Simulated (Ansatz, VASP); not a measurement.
One calculation of HgTe, two programs

```
CELL_PARAMETERS angstrom
0.00000 3.29230 3.29230
3.29230 0.00000 3.29230
3.29230 3.29230 0.00000
ATOMIC_POSITIONS crystal
Hg 0.00000 0.00000 0.00000
Te 0.25000 0.25000 0.25000
```

Alike in both runs: task single point; functional PBE; k mesh 10 × 10 × 10; occupations gaussian, width 0.05 eV; non-collinear spin, spin-orbit coupling.

|  | VASP | Ansatz |
| --- | --- | --- |
| version | VASP 6.6.1 | Ansatz 0.2.0 |
| potentials or method | VASP PAW PBE potentials, release 64 (Hg, Te), cutoff 520 eV | plane waves, PAW |
| valence electrons in the cell | 18 | 36 |

Ansatz gave:

```
pressure (GPa) : 0.7
```

Q: Which values does VASP return?

A: Pressure (GPa): 1.0.

VASP's potentials hold 18 valence electrons a cell and Ansatz's 36, so a difference there can come from the potentials and not from the codes.
